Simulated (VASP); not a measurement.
The system is SiO2.

```
Si O
1.0
     0.00000    4.71626    7.36278
     2.35958    0.00000    7.36278
     2.35958    4.71626    0.00000
Si O
4 8
Direct
  0.93677 0.93677 0.56323
  0.68677 0.68677 0.31323
  0.31323 0.31323 0.68677
  0.56323 0.56323 0.93677
  0.06344 0.43656 0.06344
  0.43656 0.06344 0.43656
  0.81344 0.18656 0.81344
  0.18656 0.81344 0.18656
  0.12500 0.62500 0.62500
  0.62500 0.62500 0.62500
  0.62500 0.62500 0.12500
  0.62500 0.12500 0.62500
```

Base run:

```yaml
Program: VASP 6.6.1
Functional: PBEsol
Potentials_or_basis: VASP PAW PBE potentials, release 64 (Si, O)
Cutoff: 520 eV
k_mesh: 7 × 7 × 7
Occupations: fermi-dirac, width 0.05 eV
Spin: no spin polarisation
```

Its results: band gap on the k mesh 5.70 eV; pressure 3.0 GPa; largest force 0.255 eV/Å.

The run is repeated on the same cell with these changes: functional from PBEsol to LDA; potentials or basis from VASP PAW PBE potentials, release 64 (Si, O) to VASP PAW LDA potentials, release 64 (Si, O). What comes out?

Band gap on the k mesh 5.53 eV; pressure -1.1 GPa; largest force 0.038 eV/Å.

Caveats: an odd mesh through Γ misses points on the zone boundary, where band edges can lie; the cell stands under pressure (at least some runs); the PAW data sets were made with another functional, which shifts forces and pressure a little (at least some runs).
